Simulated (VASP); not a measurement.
# Cl (P6/mmm) in VASP: a series of runs

Runs on Cl. Level: PBE. Tasks: single point.

Everything below comes from runs of VASP 6.6.1. Logs are shortened: lines on timing, memory, paths and dates and some standing lists are left out, and cuts for length are marked.

## (1) The cell of the first run

It takes space group P6/mmm (No. 191, hexagonal). Conventional cell: a = 5.522 Å, b = 5.522 Å, c = 2.208 Å, α = 90.00°, β = 90.00°, γ = 120.00°. Cl (site symmetry 6/mmm) has 2 Cl at 2.21 Å within 2.9 Å. Cl (site symmetry -6m2) has 2 Cl at 2.21 Å within 2.9 Å.

## (2) Single point, PBE

INCAR reads:

```
PREC = Accurate ; ENCUT = 520
EDIFF = 1E-7 ; ISMEAR = 1
SIGMA = 0.05 ; LREAL = F
LASPH = T ; NELM = 100
ALGO = Normal ; ISIF = 2
LWAVE = F ; LCHARG = F
GGA = PE ; NBANDS = 18
```

KPOINTS reads:

```
Automatic mesh
0
Gamma
  8 8 11
```

POSCAR reads:

```
Cl
1.0
    5.5215856687      0.0000000000      0.0000000000
   -2.7607928343      4.7818334583      0.0000000000
    0.0000000000      0.0000000000      2.2080435017
Cl
3
Direct
    0.0000000000      0.0000000000      0.0000000000
    0.3333333333      0.6666666667      0.5000000000
    0.6666666667      0.3333333333      0.5000000000
```

Potentials or basis: VASP PAW PBE potentials, release 64 (Cl).

Launch:

```sh
$ cat potpaw_PBE.64/Cl/POTCAR > POTCAR
$ mpirun -np 1 vasp_std > vasp.out
```

OUTCAR:

```text
PREC = Accurate
   ENCUT = 520
   EDIFF = 1E-7
   ISMEAR = 1
   LREAL = F
   LASPH = T
   NELM = 100
   ISIF = 2
   GGA = PE

 ion  position               nearest neighbor table
   1  0.000  0.000  0.000-
   2  0.333  0.667  0.500-
   3  0.667  0.333  0.500-

  LATTYP: Found a hexagonal cell.
 ALAT       =     5.5215856687
 C/A-ratio  =     0.3998930079

  Lattice vectors:

 A1 = (   5.5215856687,   0.0000000000,   0.0000000000)
 A2 = (  -2.7607928343,   4.7818334583,   0.0000000000)
 A3 = (   0.0000000000,   0.0000000000,   2.2080435017)

Analysis of symmetry for initial positions (statically):
=====================================================================
 Subroutine PRICEL returns:
 Original cell was already a primitive cell.

 Routine SETGRP: Setting up the symmetry group for a
 hexagonal supercell.

 Subroutine GETGRP returns: Found 24 space group operations
 (whereof 24 operations were pure point group operations)
 out of a pool of 24 trial point group operations.

The static configuration has the point symmetry D_6h.

Analysis of symmetry for dynamics (positions and initial velocities):
=====================================================================
 Subroutine PRICEL returns:
 Original cell was already a primitive cell.

 Routine SETGRP: Setting up the symmetry group for a
 hexagonal supercell.

 Subroutine GETGRP returns: Found 24 space group operations
 (whereof 24 operations were pure point group operations)
 out of a pool of 24 trial point group operations.

The dynamic configuration has the point symmetry D_6h.

 Subroutine INISYM returns: Found 24 space group operations
 (whereof 24 operations are pure point group operations),
 and found     1 'primitive' translations

----------------------------------------------------------------------------------------

                                     Primitive cell

  volume of cell :      58.2996

  direct lattice vectors                    reciprocal lattice vectors
     5.521585669  0.000000000  0.000000000     0.181107396  0.104562404  0.000000000
    -2.760792834  4.781833458  0.000000000     0.000000000  0.209124807  0.000000000
     0.000000000  0.000000000  2.208043502     0.000000000  0.000000000  0.452889628

  length of vectors
     5.521585669  5.521585669  2.208043502     0.209124807  0.209124807  0.452889628

  position of ions in fractional coordinates (direct lattice)
     0.000000000  0.000000000  0.000000000
     0.333333333  0.666666667  0.500000000
     0.666666667  0.333333333  0.500000000

  ion indices of the primitive-cell ions
   primitive index   ion index
                 1           1
                 2           2
                 3           3

----------------------------------------------------------------------------------------

 KPOINTS: Automatic mesh

Automatic generation of k-mesh.
 Grid dimensions read from file:
 generate k-points for:    8    8   11

 Generating k-lattice:

  Cartesian coordinates                     Fractional coordinates (reciprocal lattice)
     0.022638424  0.013070300  0.000000000     0.125000000  0.000000000  0.000000000
     0.000000000  0.026140601  0.000000000     0.000000000  0.125000000  0.000000000
     0.000000000  0.000000000  0.041171784     0.000000000  0.000000000  0.090909091

  Length of vectors
     0.026140601  0.026140601  0.041171784

  Shift w.r.t. Gamma in fractional coordinates (k-lattice)
     0.000000000  0.000000000  0.000000000

 Subroutine IBZKPT returns following result:
 ===========================================

 Found     60 irreducible k-points:

 Following reciprocal coordinates:
            Coordinates               Weight
  0.000000  0.000000  0.000000      1.000000
  0.125000 -0.000000  0.000000      6.000000
  0.250000 -0.000000  0.000000      6.000000
  0.375000 -0.000000  0.000000      6.000000
  0.500000 -0.000000  0.000000      3.000000
  0.125000  0.125000  0.000000      6.000000
[... 16 lines left out ...]
  0.250000 -0.000000  0.181818     12.000000
  0.375000 -0.000000  0.181818     12.000000
 [... further k-points ...]
   k-points           NKPTS =     60   k-points in BZ     NKDIM =     60   number of bands    NBANDS=     18
   number of dos      NEDOS =    301   number of ions     NIONS =      3
   total plane-waves  NPLWV =  28224
   dimension x,y,z NGX =    42 NGY =   42 NGZ =   16
   dimension x,y,z NGXF=    84 NGYF=   84 NGZF=   32
   ions per type =               3
   NGX,Y,Z   is equivalent  to a cutoff of  12.65, 12.65, 12.05 a.u.
   NGXF,Y,Z  is equivalent  to a cutoff of  25.29, 25.29, 24.09 a.u.
 SYSTEM =  unknown system
   PREC   = accura    normal or accurate (medium, high low for compatibility)
   ISTART =      0    job   : 0-new  1-cont  2-samecut
   ICHARG =      2    charge: 1-file 2-atom 10-const
   ISPIN  =      1    spin polarized calculation?
   LNONCOLLINEAR =      F non collinear calculations
   LSORBIT =      F    spin-orbit coupling
   LASPH  =      T    aspherical Exc in radial PAW
   ENCUT  =  520.0 eV  38.22 Ry    6.18 a.u.  10.27 10.27  4.11*2*pi/ulx,y,z
   NELM   =    100;   NELMIN=  2; NELMDL= -5     # of ELM steps
   EDIFF  = 0.1E-06   stopping-criterion for ELM
   LREAL  =      F    real-space projection
   EDIFFG = 0.1E-05   stopping-criterion for IOM
   NSW    =      0    number of steps for IOM
   IBRION =     -1    ionic relax: 0-MD 1-quasi-New 2-CG
   NFREE  =      0    steps in history (QN), initial steepest desc. (CG)
   ISIF   =      2    stress and relaxation
   ISYM   =      2    0-nonsym 1-usesym 2-fastsym
   POTIM  = 0.5000    time-step for ionic-motion
   TEBEG  =    0.0;   TEEND  =   0.0 temperature during run
   PSTRESS=    0.0 pullay stress
   NELECT =      21.0000    total number of electrons
   NUPDOWN=      -1.0000    fix difference up-down
   EMIN   =  10.00;   EMAX   =-10.00  energy-range for DOS
   EFERMI =   0.00;   METHOD = LEGACY
   ISMEAR =     1;   SIGMA  =   0.05  broadening in eV -4-tet -1-fermi 0-gaus
   EFERMI_NEDOS =   21; number of points for ismear=-14 and -15
   IALGO  =     38    algorithm
   IMIX   =      4    mixing-type and parameters
     AMIX     =   0.40;   BMIX     =  1.00
     AMIX_MAG =   1.60;   BMIX_MAG =  1.00
  volume/ion in A,a.u.               =      19.43       131.14
  Fermi-wavevector in a.u.,A,eV,Ry     =   1.164821  2.201193 18.460502  1.356809
  Thomas-Fermi vector in A             =   2.301355
   LORBIT       =      0    0 simple, 1 ext, 2 COOP (PROOUT), +10 PAW based schemes
   GGA     = PE    functional components
   LHFCALC =     F    Hartree Fock is set to
   AEXX    =    0.0000 exact exchange contribution
   IVDW    =     0    specifies the selected vdW correction
   LEPSILON=     F    determine dielectric tensor
   LRPA    =     F    only Hartree local field effects (RPA)
 non-spin polarized calculation
 Methfessel and Paxton  Order N= 1 SIGMA  =   0.05
  energy-cutoff  :      520.00
  volume of cell :       58.30
 maximum number of plane-waves:      1597
 NGX is ok and might be reduce to    42
   NGX = 21   NGY = 21   NGZ =  9

 number of electron      21.0000004 magnetization

 Free energy of the ion-electron system (eV)
  ---------------------------------------------------
  ext. energy  EPLUGINS =         0.00000000
  ---------------------------------------------------
  free energy    TOTEN  =        -4.27853713 eV

  energy without entropy =       -4.27754606  energy(sigma->0) =       -4.27820677

 E-fermi :   3.3201     XC(G=0):  -9.7308

 val. band max:        3.3195213841   @ k =   0.3750  -0.0000   0.4545
 cond. band min:       3.3221791744   @ k =   0.1250   0.1250   0.4545
 fundamental gap:      0.0026577903
 Fermi energy:         3.3201448027

 k-point     1 :       0.0000    0.0000    0.0000
  band No.  band energies     occupation
      1     -14.5130      2.00000
      2     -13.6797      2.00000
      3     -13.2929      2.00000
      4      -1.7035      2.00000
      5      -1.7035      2.00000
      6      -1.4184      2.00000
[... 10 lines left out ...]
     17      14.8150      0.00000
     18      15.0441      0.00000

 k-point     2 :       0.1250   -0.0000    0.0000
  band No.  band energies     occupation
      1     -14.4784      2.00000
      2     -13.7040      2.00000
      3     -13.3144      2.00000
      4      -1.9891      2.00000
      5      -1.9043      2.00000
      6      -1.0583      2.00000
[... 10 lines left out ...]
     17      15.0384      0.00000
     18      15.2410      0.00000

 k-point     3 :       0.2500   -0.0000    0.0000
  band No.  band energies     occupation
      1     -14.3808      2.00000
      2     -13.7729      2.00000
      3     -13.3704      2.00000
      4      -2.2846      2.00000
      5      -1.9291      2.00000
      6      -0.5503      2.00000
[... 10 lines left out ...]
     17      14.4276      0.00000
     18      15.8856      0.00000

 k-point     4 :       0.3750   -0.0000    0.0000
  band No.  band energies     occupation
      1     -14.2418      2.00000
      2     -13.8788      2.00000
      3     -13.4313      2.00000
      4      -2.4712      2.00000
      5      -1.6690      2.00000
      6      -0.4245      2.00000
[... 375 lines left out ...]
      4      -1.2070      2.00000
      5      -1.1253      2.00000
      6      -0.3007      2.00000
[... 10 lines left out ...]
     17      15.6565      0.00000
     18      16.0827      0.00000

 k-point    23 :       0.2500   -0.0000    0.1818
  band No.  band energies     occupation
      1     -13.5130      2.00000
      2     -12.9147      2.00000
      3     -12.5135      2.00000
      4      -1.4902      2.00000
      5      -1.1477      2.00000
      6       0.1812      2.00000
[... 10 lines left out ...]
     17      15.3280      0.00000
     18      16.6992      0.00000

 k-point    24 :       0.3750   -0.0000    0.1818
  band No.  band energies     occupation
      1     -13.3768      2.00000
      2     -13.0189      2.00000
      3     -12.5722      2.00000
      4      -1.6703      2.00000
      5      -0.8981      2.00000
      6       0.2986      2.00000
[... 10 lines left out ...]
     17      14.6213      0.00000
     18      17.7540      0.00000

 [... further k-points ...]
[... 5 lines left out ...]
  --------------------------------------------------------------------------------------
  -------------------------------------------------------------------------------------
  Total        3.7547913      3.7547913      3.4988003      0.0000000      0.0000000      0.0000000
  in kB      103.1883099    103.1883099     96.1532228      0.0000000      0.0000000      0.0000000
  external PRESSURE =     100.8432809 kB  Pullay stress =       0.0000000 kB

 VOLUME and BASIS-vectors are now :
 -----------------------------------------------------------------------------
  energy-cutoff  :      520.00
  volume of cell :       58.30
      direct lattice vectors                 reciprocal lattice vectors
     5.521585669  0.000000000  0.000000000     0.181107396  0.104562404  0.000000000
    -2.760792834  4.781833458  0.000000000     0.000000000  0.209124807  0.000000000
     0.000000000  0.000000000  2.208043502     0.000000000  0.000000000  0.452889628

 POSITION                                       TOTAL-FORCE (eV/Angst)
 -----------------------------------------------------------------------------------
      0.00000      0.00000      0.00000         0.000000      0.000000      0.000000
     -0.00000      3.18789      1.10402        -0.000000      0.000000      0.000000
      2.76079      1.59394      1.10402         0.000000     -0.000000      0.000000
 -----------------------------------------------------------------------------------
    total drift:                               -0.000000      0.000000     -0.000000

  FREE ENERGIE OF THE ION-ELECTRON SYSTEM (eV)
  ---------------------------------------------------
  free  energy   TOTEN  =        -4.2785371310 eV

  energy  without entropy=       -4.2775460621  energy(sigma->0) =       -4.27820677
```

Run time: 27 s. Hardware: 1 thread of AMD EPYC 9R45 (Zen 5), shared host; peak memory 0.15 GiB.

What came out:

```
Free energy            : -4.2785 eV
Pressure               : 10.1 GPa
Band gap on the k mesh : zero (an odd number of electrons rules out a gap without spin polarisation)
```

Stress tensor (GPa, compression positive):
```
10.32  0.00  0.00
 0.00 10.32  0.00
 0.00  0.00  9.62
```

Levels at points of the mesh, in eV from the Fermi level:
```
           k point  band 8  band 9  band 10  band 11  band 12  band 13
(0.00, 0.00, 0.00)   -2.02   -2.02     4.89     5.13     5.60     6.32
(0.50, 0.00, 0.00)   -2.85   -2.74     4.99     5.05     5.57     7.08
```

Caveat: the cell stands under pressure; an odd number of electrons without spin polarisation forces a metal; a magnetic or distorted state may lie lower.

(Part 1 of 2 ends here.)
